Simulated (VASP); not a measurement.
The system is CaF2.

```
CELL_PARAMETERS angstrom
0.00000 2.71959 2.71959
2.71959 0.00000 2.71959
2.71959 2.71959 0.00000
ATOMIC_POSITIONS crystal
Ca 0.00000 0.00000 0.00000
F 0.75000 0.75000 0.75000
F 0.25000 0.25000 0.25000
```

Base run:

| Quantity | Value |
| --- | --- |
| Program | VASP 6.6.1 |
| Functional | PBE |
| Potentials or basis | VASP PAW PBE potentials, release 64 (Ca_sv, F) |
| Cutoff | 600 eV |
| k mesh | 6 × 6 × 6 |
| Occupations | gaussian, width 0.01 eV |
| Spin | no spin polarisation |

Its results: band gap on the k mesh 7.36 eV (least direct gap 7.61 eV); pressure 3.6 GPa.

Question: The run is repeated on the same cell with these changes: functional from PBE to r2SCAN; cutoff from 600 eV to 660 eV. What comes out?

Answer: Band gap on the k mesh 8.03 eV (least direct gap 8.29 eV); pressure 0.4 GPa.

Caveats: the cell stands under pressure (at least some runs); the PAW data sets were made with another functional, which shifts forces and pressure a little (at least some runs).

A k mesh can miss the band edges.
